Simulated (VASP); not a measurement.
# MgS (F-43m) in VASP: further runs

MgS is run at these levels: PBE, LDA; tasks: single point.

Program: VASP 6.6.1. These are calculated values, not measurements. Logs are shortened: lines on timing, memory, paths and dates and some standing lists are left out, and cuts for length are marked.

**1. The cell of the first run**

The structure is cubic, space group F-43m (No. 216). Conventional cell: a = 5.662 Å, b = 5.662 Å, c = 5.662 Å, α = 90.00°, β = 90.00°, γ = 90.00°. Within 3.2 Å of Mg (site symmetry -43m) lie 4 S at 2.45 Å. Within 3.2 Å of S (site symmetry -43m) lie 4 Mg at 2.45 Å.

**2. Single point, PBE**

INCAR

```
SYSTEM = MgS
PREC = Accurate
ENCUT = 600
EDIFF = 1E-6
ISMEAR = 1
SIGMA = 0.05
LREAL = .FALSE.
LASPH = .TRUE.
NELM = 120
ALGO = Normal
ISIF = 2
LWAVE = .FALSE.
LCHARG = .TRUE.
GGA = PE
LELF = .TRUE.
LVHAR = .TRUE.
NBANDS = 11
GGA_COMPAT = .FALSE.
```

KPOINTS

```
regular mesh
0
G
  6 6 6
  0 0 0
```

POSCAR

```
MgS
1.0
    0.0000000000      2.8308768389      2.8308768389
    2.8308768389      0.0000000000      2.8308768389
    2.8308768389      2.8308768389      0.0000000000
Mg S
1 1
Direct
    0.0000000000      0.0000000000      0.0000000000
    0.2500000000      0.2500000000      0.2500000000
```

Potentials or basis: VASP PAW PBE potentials, release 64 (Mg, S).

On the command line:

```console
cat potpaw_PBE.64/Mg/POTCAR potpaw_PBE.64/S/POTCAR > POTCAR
mpirun -np 1 vasp_std > vasp.out
```

OUTCAR:

```text
SYSTEM = MgS
   PREC = Accurate
   ENCUT = 600
   EDIFF = 1E-6
   ISMEAR = 1
   LREAL = .FALSE.
   LASPH = .TRUE.
   NELM = 120
   ISIF = 2
   GGA = PE

 ion  position               nearest neighbor table
   1  0.000  0.000  0.000-   2 2.45   2 2.45   2 2.45   2 2.45
   2  0.250  0.250  0.250-   1 2.45   1 2.45   1 2.45   1 2.45

  LATTYP: Found a face centered cubic cell.
 ALAT       =     5.6617536778

  Lattice vectors:

 A1 = (   0.0000000000,   2.8308768389,   2.8308768389)
 A2 = (   2.8308768389,   0.0000000000,   2.8308768389)
 A3 = (   2.8308768389,   2.8308768389,   0.0000000000)

Analysis of symmetry for initial positions (statically):
=====================================================================
 Subroutine PRICEL returns:
 Original cell was already a primitive cell.

 Routine SETGRP: Setting up the symmetry group for a
 face centered cubic supercell.

 Subroutine GETGRP returns: Found 24 space group operations
 (whereof 24 operations were pure point group operations)
 out of a pool of 48 trial point group operations.

The static configuration has the point symmetry T_d .

Analysis of symmetry for dynamics (positions and initial velocities):
=====================================================================
 Subroutine PRICEL returns:
 Original cell was already a primitive cell.

 Routine SETGRP: Setting up the symmetry group for a
 face centered cubic supercell.

 Subroutine GETGRP returns: Found 24 space group operations
 (whereof 24 operations were pure point group operations)
 out of a pool of 48 trial point group operations.

The dynamic configuration has the point symmetry T_d .

 Subroutine INISYM returns: Found 24 space group operations
 (whereof 24 operations are pure point group operations),
 and found     1 'primitive' translations

----------------------------------------------------------------------------------------

                                     Primitive cell

  volume of cell :      45.3725

  direct lattice vectors                    reciprocal lattice vectors
     0.000000000  2.830876839  2.830876839    -0.176623721  0.176623721  0.176623721
     2.830876839  0.000000000  2.830876839     0.176623721 -0.176623721  0.176623721
     2.830876839  2.830876839  0.000000000     0.176623721  0.176623721 -0.176623721

  length of vectors
     4.003464419  4.003464419  4.003464419     0.305921258  0.305921258  0.305921258

  position of ions in fractional coordinates (direct lattice)
     0.000000000  0.000000000  0.000000000
     0.250000000  0.250000000  0.250000000

  ion indices of the primitive-cell ions
   primitive index   ion index
                 1           1
                 2           2

----------------------------------------------------------------------------------------

 KPOINTS: regular mesh

Automatic generation of k-mesh.
 Grid dimensions read from file:
 generate k-points for:    6    6    6

 Generating k-lattice:

  Cartesian coordinates                     Fractional coordinates (reciprocal lattice)
    -0.029437287  0.029437287  0.029437287     0.166666667  0.000000000  0.000000000
     0.029437287 -0.029437287  0.029437287     0.000000000  0.166666667  0.000000000
     0.029437287  0.029437287 -0.029437287     0.000000000  0.000000000  0.166666667

  Length of vectors
     0.050986876  0.050986876  0.050986876

  Shift w.r.t. Gamma in fractional coordinates (k-lattice)
     0.000000000  0.000000000  0.000000000

 Subroutine IBZKPT returns following result:
 ===========================================

 Found     16 irreducible k-points:

 Following reciprocal coordinates:
            Coordinates               Weight
  0.000000  0.000000  0.000000      1.000000
  0.166667  0.000000  0.000000      8.000000
  0.333333  0.000000  0.000000      8.000000
  0.500000  0.000000  0.000000      4.000000
  0.166667  0.166667  0.000000      6.000000
  0.333333  0.166667  0.000000     24.000000
[... 8 lines left out ...]
 -0.333333  0.333333  0.166667     24.000000
 -0.333333  0.500000  0.166667     12.000000
   k-points           NKPTS =     16   k-points in BZ     NKDIM =     16   number of bands    NBANDS=     11
   number of dos      NEDOS =    301   number of ions     NIONS =      2
   total plane-waves  NPLWV =  32768
   dimension x,y,z NGX =    32 NGY =   32 NGZ =   32
   dimension x,y,z NGXF=    64 NGYF=   64 NGZF=   64
   ions per type =               1   1
   NGX,Y,Z   is equivalent  to a cutoff of  13.29, 13.29, 13.29 a.u.
   NGXF,Y,Z  is equivalent  to a cutoff of  26.58, 26.58, 26.58 a.u.
 SYSTEM =  MgS
   PREC   = accura    normal or accurate (medium, high low for compatibility)
   ISTART =      0    job   : 0-new  1-cont  2-samecut
   ICHARG =      2    charge: 1-file 2-atom 10-const
   ISPIN  =      1    spin polarized calculation?
   LNONCOLLINEAR =      F non collinear calculations
   LSORBIT =      F    spin-orbit coupling
   LASPH  =      T    aspherical Exc in radial PAW
   ENCUT  =  600.0 eV  44.10 Ry    6.64 a.u.   8.00  8.00  8.00*2*pi/ulx,y,z
   NELM   =    120;   NELMIN=  2; NELMDL= -5     # of ELM steps
   EDIFF  = 0.1E-05   stopping-criterion for ELM
   LREAL  =      F    real-space projection
   EDIFFG = 0.1E-04   stopping-criterion for IOM
   NSW    =      0    number of steps for IOM
   IBRION =     -1    ionic relax: 0-MD 1-quasi-New 2-CG
   NFREE  =      0    steps in history (QN), initial steepest desc. (CG)
   ISIF   =      2    stress and relaxation
   ISYM   =      2    0-nonsym 1-usesym 2-fastsym
   POTIM  = 0.5000    time-step for ionic-motion
   TEBEG  =    0.0;   TEEND  =   0.0 temperature during run
   PSTRESS=    0.0 pullay stress
   NELECT =       8.0000    total number of electrons
   NUPDOWN=      -1.0000    fix difference up-down
   EMIN   =  10.00;   EMAX   =-10.00  energy-range for DOS
   EFERMI =   0.00;   METHOD = LEGACY
   ISMEAR =     1;   SIGMA  =   0.05  broadening in eV -4-tet -1-fermi 0-gaus
   EFERMI_NEDOS =   21; number of points for ismear=-14 and -15
   IALGO  =     38    algorithm
   IMIX   =      4    mixing-type and parameters
     AMIX     =   0.40;   BMIX     =  1.00
     AMIX_MAG =   1.60;   BMIX_MAG =  1.00
  volume/ion in A,a.u.               =      22.69       153.09
  Fermi-wavevector in a.u.,A,eV,Ry     =   0.917995  1.734760 11.465842  0.842716
  Thomas-Fermi vector in A             =   2.043027
   LORBIT       =      0    0 simple, 1 ext, 2 COOP (PROOUT), +10 PAW based schemes
   GGA     = PE    functional components
   LHFCALC =     F    Hartree Fock is set to
   AEXX    =    0.0000 exact exchange contribution
   IVDW    =     0    specifies the selected vdW correction
   LEPSILON=     F    determine dielectric tensor
   LRPA    =     F    only Hartree local field effects (RPA)
 non-spin polarized calculation
 Methfessel and Paxton  Order N= 1 SIGMA  =   0.05
  energy-cutoff  :      600.00
  volume of cell :       45.37
 maximum number of plane-waves:      1527
   NGX = 15   NGY = 15   NGZ = 15

 number of electron       8.0000000 magnetization

 Free energy of the ion-electron system (eV)
  ---------------------------------------------------
  ext. energy  EPLUGINS =         0.00000000
  ---------------------------------------------------
  free energy    TOTEN  =        -8.47050208 eV

  energy without entropy =       -8.47055303  energy(sigma->0) =       -8.47051906

 E-fermi :   1.1048     XC(G=0):  -8.3899

 val. band max:        1.0635917375   @ k =   0.0000   0.0000   0.0000
 cond. band min:       4.5217802319   @ k =   0.0000   0.0000   0.0000
 fundamental gap:      3.4581884944
 Fermi energy:         1.1048372615

 k-point     1 :       0.0000    0.0000    0.0000
  band No.  band energies     occupation
      1     -10.2034      2.00000
      2       1.0636      1.99230
      3       1.0636      1.99230
      4       1.0636      1.99230
      5       4.5218      0.00000
      6       9.0134      0.00000
      7       9.0134      0.00000
      8       9.0134      0.00000
      9      11.8945      0.00000
     10      11.8945      0.00000
     11      14.7872      0.00000

 k-point     2 :       0.1667    0.0000    0.0000
  band No.  band energies     occupation
      1     -10.0523      2.00000
      2      -0.0030      2.00000
      3       0.9741      2.00137
      4       0.9742      2.00137
      5       5.5216      0.00000
      6       8.7615      0.00000
      7       9.2657      0.00000
      8       9.2657      0.00000
      9      11.3068      0.00000
     10      11.3068      0.00000
     11      13.8465      0.00000

 k-point     3 :       0.3333    0.0000    0.0000
  band No.  band energies     occupation
      1      -9.7147      2.00000
      2      -1.4540      2.00000
      3       0.8116      2.00000
      4       0.8116      2.00000
      5       6.2056      0.00000
      6       8.9897      0.00000
      7       8.9897      0.00000
      8       9.2343      0.00000
      9      12.2616      0.00000
     10      12.2616      0.00000
     11      13.1884      0.00000

 k-point     4 :       0.5000    0.0000    0.0000
  band No.  band energies     occupation
      1      -9.5229      2.00000
      2      -2.0623      2.00000
      3       0.7373      2.00000
      4       0.7373      2.00000
      5       6.1789      0.00000
      6       8.7018      0.00000
      7       8.7018      0.00000
      8       9.6701      0.00000
      9      13.9502      0.00000
     10      14.2364      0.00000
     11      14.2364      0.00000
[... 127 lines left out ...]
 k-point    14 :       0.5000    0.3333    0.1667
  band No.  band energies     occupation
      1      -9.4844      2.00000
      2      -1.3746      2.00000
      3      -0.2451      2.00000
      4       0.3727      2.00000
      5       6.7565      0.00000
      6       8.1257      0.00000
      7       8.5854      0.00000
      8      10.8807      0.00000
      9      11.7389      0.00000
     10      14.6049      0.00000
     11      15.3889      0.00000

 k-point    15 :      -0.3333    0.3333    0.1667
  band No.  band energies     occupation
      1      -9.3544      2.00000
      2      -1.4771      2.00000
      3      -0.5966      2.00000
      4       0.1717      2.00000
      5       6.8342      0.00000
      6       8.0964      0.00000
      7       9.4874      0.00000
      8      10.3657      0.00000
      9      12.2786      0.00000
     10      14.1201      0.00000
     11      15.3199      0.00000

 k-point    16 :      -0.3333    0.5000    0.1667
  band No.  band energies     occupation
      1      -9.2965      2.00000
      2      -1.4402      2.00000
      3      -0.4895      2.00000
      4      -0.1918      2.00000
      5       6.0450      0.00000
      6       7.9082      0.00000
      7      10.4577      0.00000
      8      10.4673      0.00000
      9      13.5919      0.00000
     10      14.9106      0.00000
     11      14.9232      0.00000

------------------------ aborting loop because EDIFF is reached ----------------------------------------

  FORCE on cell =-STRESS in cart. coord.  units (eV):
  Direction    XX          YY          ZZ          XY          YZ          ZX
  --------------------------------------------------------------------------------------
  -------------------------------------------------------------------------------------
  Total        0.2710155      0.2710155      0.2710155      0.0000000      0.0000000      0.0000000
  in kB        9.5699985      9.5699985      9.5699985      0.0000000      0.0000000      0.0000000
  external PRESSURE =       9.5699985 kB  Pullay stress =       0.0000000 kB

 VOLUME and BASIS-vectors are now :
 -----------------------------------------------------------------------------
  energy-cutoff  :      600.00
  volume of cell :       45.37
      direct lattice vectors                 reciprocal lattice vectors
     0.000000000  2.830876839  2.830876839    -0.176623721  0.176623721  0.176623721
     2.830876839  0.000000000  2.830876839     0.176623721 -0.176623721  0.176623721
     2.830876839  2.830876839  0.000000000     0.176623721  0.176623721 -0.176623721

 POSITION                                       TOTAL-FORCE (eV/Angst)
 -----------------------------------------------------------------------------------
      0.00000      0.00000      0.00000         0.000000     -0.000000     -0.000000
      1.41544      1.41544      1.41544        -0.000000      0.000000      0.000000
 -----------------------------------------------------------------------------------
    total drift:                                0.000000      0.000000      0.000000

  FREE ENERGIE OF THE ION-ELECTRON SYSTEM (eV)
  ---------------------------------------------------
  free  energy   TOTEN  =        -8.4705020767 eV

  energy  without entropy=       -8.4705530273  energy(sigma->0) =       -8.47051906
```

It took 11 s on 1 thread of AMD EPYC 7R13 (Zen 3), shared host; peak memory 0.14 GiB.

What came out:

```yaml
Free_energy: -8.4705 eV
Pressure: 1.0 GPa
Band_gap_on_the_k_mesh: 3.46 eV
```

Levels at points of the mesh, in eV from the valence-band top:
| k point | band 2 | band 3 | band 4 | band 5 | band 6 | band 7 |
| --- | --- | --- | --- | --- | --- | --- |
| (0.00, 0.00, 0.00) | 0.00 | 0.00 | 0.00 | 3.46 | 7.95 | 7.95 |
| (0.50, 0.00, 0.00) | -3.13 | -0.33 | -0.33 | 5.12 | 7.64 | 7.64 |
| (0.50, 0.50, 0.00) | -2.81 | -1.03 | -1.03 | 3.88 | 5.65 | 11.16 |

A k mesh can miss the band edges.

**3. Single point, LDA**

INCAR

```
PREC = Accurate ; ENCUT = 600
EDIFF = 1E-6 ; ISMEAR = 0
SIGMA = 0.01 ; LREAL = False
LASPH = True ; NELM = 120
ALGO = Normal ; ISIF = 2
LWAVE = False ; LCHARG = False
GGA = CA ; NBANDS = 11
GGA_COMPAT = False
```

KPOINTS

```
Automatic mesh
0
Gamma
  6 6 6
```

POSCAR is that of step 2.

Potentials or basis: VASP PAW LDA potentials, release 64 (Mg, S).

On the command line:

```console
cat potpaw_LDA.64/Mg/POTCAR potpaw_LDA.64/S/POTCAR > POTCAR
mpirun -np 1 vasp_std > vasp.out
```

It took 7.7 s on 1 thread of AMD EPYC 7R13 (Zen 3), shared host; peak memory 0.12 GiB.

The run converged. Its results:

```yaml
Free_energy: -9.3795 eV
Pressure: -2.4 GPa
Band_gap_on_the_k_mesh: 3.19 eV
```

Levels at points of the mesh, in eV from the valence-band top:
| k point | band 1 | band 2 | band 3 | band 4 | band 5 | band 6 | band 7 | band 8 | band 9 |
| --- | --- | --- | --- | --- | --- | --- | --- | --- | --- |
| (0.00, 0.00, 0.00) | -11.24 | 0.00 | 0.00 | 0.00 | 3.19 | 7.77 | 7.77 | 7.77 | 10.74 |
| (0.50, 0.00, 0.00) | -10.54 | -3.21 | -0.33 | -0.33 | 4.87 | 7.46 | 7.46 | 8.37 | 12.56 |
| (0.50, 0.50, 0.00) | -10.31 | -2.89 | -1.06 | -1.06 | 3.66 | 5.43 | 10.89 | 12.01 | 12.01 |

**4. Single point, PBE**

INCAR

```
PREC = Accurate
ENCUT = 600
EDIFF = 1E-6
ISMEAR = -1
SIGMA = 0.001
LREAL = F
LASPH = T
NELM = 120
ALGO = Normal
ISIF = 2
LWAVE = F
LCHARG = T
GGA = PE
LELF = T
LVHAR = T
NBANDS = 11
GGA_COMPAT = F
```

KPOINTS is that of step 3.

POSCAR is that of step 3.

Potentials or basis: VASP PAW PBE potentials, release 64 (Mg, S).

On the command line:

```console
cat potpaw_PBE.64/Mg/POTCAR potpaw_PBE.64/S/POTCAR > POTCAR
mpirun -np 1 vasp_std > vasp.out
```

OUTCAR:

```text
PREC = Accurate
   ENCUT = 600
   EDIFF = 1E-6
   ISMEAR = -1
   LREAL = F
   LASPH = T
   NELM = 120
   ISIF = 2
   GGA = PE

 ion  position               nearest neighbor table
   1  0.000  0.000  0.000-   2 2.45   2 2.45   2 2.45   2 2.45
   2  0.250  0.250  0.250-   1 2.45   1 2.45   1 2.45   1 2.45

  LATTYP: Found a face centered cubic cell.
 ALAT       =     5.6617536778

  Lattice vectors:

[... 396 lines left out ...]
     10      14.9106      0.00000
     11      14.9232      0.00000

------------------------ aborting loop because EDIFF is reached ----------------------------------------

  FORCE on cell =-STRESS in cart. coord.  units (eV):
  Direction    XX          YY          ZZ          XY          YZ          ZX
  --------------------------------------------------------------------------------------
  -------------------------------------------------------------------------------------
  Total        0.2710249      0.2710249      0.2710249      0.0000000      0.0000000      0.0000000
  in kB        9.5703304      9.5703304      9.5703304      0.0000000      0.0000000      0.0000000
  external PRESSURE =       9.5703304 kB  Pullay stress =       0.0000000 kB

 VOLUME and BASIS-vectors are now :
 -----------------------------------------------------------------------------
  energy-cutoff  :      600.00
  volume of cell :       45.37
      direct lattice vectors                 reciprocal lattice vectors
     0.000000000  2.830876839  2.830876839    -0.176623721  0.176623721  0.176623721
     2.830876839  0.000000000  2.830876839     0.176623721 -0.176623721  0.176623721
     2.830876839  2.830876839  0.000000000     0.176623721  0.176623721 -0.176623721

 POSITION                                       TOTAL-FORCE (eV/Angst)
 -----------------------------------------------------------------------------------
      0.00000      0.00000      0.00000        -0.000000     -0.000000     -0.000000
      1.41544      1.41544      1.41544         0.000000      0.000000      0.000000
 -----------------------------------------------------------------------------------
    total drift:                                0.000000      0.000000      0.000000

  FREE ENERGIE OF THE ION-ELECTRON SYSTEM (eV)
  ---------------------------------------------------
  free  energy   TOTEN  =        -8.4705433273 eV

  energy  without entropy=       -8.4705433273  energy(sigma->0) =       -8.47054333
```

stdout:

```text
POSCAR found type information on POSCAR MgS
 POSCAR found :  2 types and       2 ions
 scaLAPACK will be used
 LDA part: xc-table for (Slater+PW92), standard interpolation
 POSCAR, INCAR and KPOINTS ok, starting setup
 FFT: planning ... GRIDC
 FFT: planning ... GRID_SOFT
 FFT: planning ... GRID
 WAVECAR not read
 entering main loop
```

Run time: 11 s. Hardware: 1 thread of AMD EPYC 7R13 (Zen 3), shared host; peak memory 0.14 GiB.

What came out:

```yaml
Free_energy: -8.4705 eV
Pressure: 1.0 GPa
Band_gap_on_the_k_mesh: 3.46 eV
```

Levels at points of the mesh, in eV from the valence-band top:
| k point | band 1 | band 2 | band 3 | band 4 | band 5 | band 6 | band 7 | band 8 | band 9 |
| --- | --- | --- | --- | --- | --- | --- | --- | --- | --- |
| (0.00, 0.00, 0.00) | -11.27 | 0.00 | 0.00 | 0.00 | 3.46 | 7.95 | 7.95 | 7.95 | 10.83 |
| (0.50, 0.00, 0.00) | -10.59 | -3.13 | -0.33 | -0.33 | 5.12 | 7.64 | 7.64 | 8.61 | 12.89 |
| (0.50, 0.50, 0.00) | -10.37 | -2.81 | -1.03 | -1.03 | 3.88 | 5.65 | 11.16 | 12.30 | 12.30 |

A k mesh can miss the band edges.

**5. The runs side by side**

```csv
level,potentials or basis,smearing,gap on the mesh (eV),pressure (GPa)
PBE,"VASP PAW PBE potentials, release 64 (Mg, S)",methfessel-paxton 0.05 eV,3.46,1.0
LDA,"VASP PAW LDA potentials, release 64 (Mg, S)",gaussian 0.01 eV,3.19,-2.4
PBE,"VASP PAW PBE potentials, release 64 (Mg, S)",fermi-dirac 0.001 eV,3.46,1.0
```

Alike in all rows: task single point; no spin polarisation; cell as given; k mesh 6 × 6 × 6; cutoff (eV) 600.

Total energies depend on the potentials used, so only differences within one code and one set of settings carry meaning.
